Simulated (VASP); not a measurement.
Set up this calculation in VASP 6.6.1, as the native input.

```yaml
Task: relaxation of cell and atoms
Functional: PBE
Potentials_or_basis: VASP PAW PBE potentials, release 64 (Si, Ag)
Cutoff: 600 eV
k_mesh: 14 × 14 × 10
Occupations: gaussian, width 0.1 eV
Spin: no spin polarisation
Dipole_correction: no
Further_INCAR_settings: ALGO = Normal; EDIFF = 1e-06; IBRION = 2; EDIFFG = -0.01; NSW = 100; ISIF = 3
```

The structure of SiAg lies in POSCAR:

```
SiAg
1.0
    3.5667741646      0.0000000000      0.0000000000
    0.0000000000      3.5667741646      0.0000000000
    0.0000000000      0.0000000000      5.2929129412
Si Ag
2 2
Direct
    0.5000000000      0.0000000000      0.8963667723
    0.0000000000      0.5000000000      0.1036332277
    0.5000000000      0.0000000000      0.3786759850
    0.0000000000      0.5000000000      0.6213240150
```

One way to write it, as run:

INCAR

```
PREC = Accurate
ENCUT = 600
EDIFF = 1E-6
ISMEAR = 0
SIGMA = 0.1
LREAL = F
LASPH = T
NELM = 60
ALGO = Normal
ISIF = 3
LWAVE = F
LCHARG = F
GGA = PE
IBRION = 2
NSW = 100
EDIFFG = -0.01
```

KPOINTS

```
Automatic mesh
0
Gamma
  14 14 10
```

Potentials or basis: VASP PAW PBE potentials, release 64 (Si, Ag).

Launch:

```bash
$ cat potpaw_PBE.64/Si/POTCAR potpaw_PBE.64/Ag/POTCAR > POTCAR
$ mpirun -np 1 vasp_std > vasp.out
```

It gave:

The relaxed volume is 16.81 Å³/atom and the relaxed cell is a = 3.571 Å, b = 3.571 Å, c = 5.272 Å, α = 90.00°, β = 90.00°, γ = 90.00°. The space group after relaxing (to 0.1 Å) is P4/nmm (No. 129), the energy gained by relaxing is 0.1 meV/atom and the ionic steps are 6. The pressure after relaxing is 0.0 GPa. The largest force after relaxing is 0.004 eV/Å and the band gap on the k mesh is zero (bands 15 and 16 overlap by 4.02 eV).

It took 18 min on 1 thread of Intel Xeon 8259CL (shared host), peak memory 0.43 GiB.
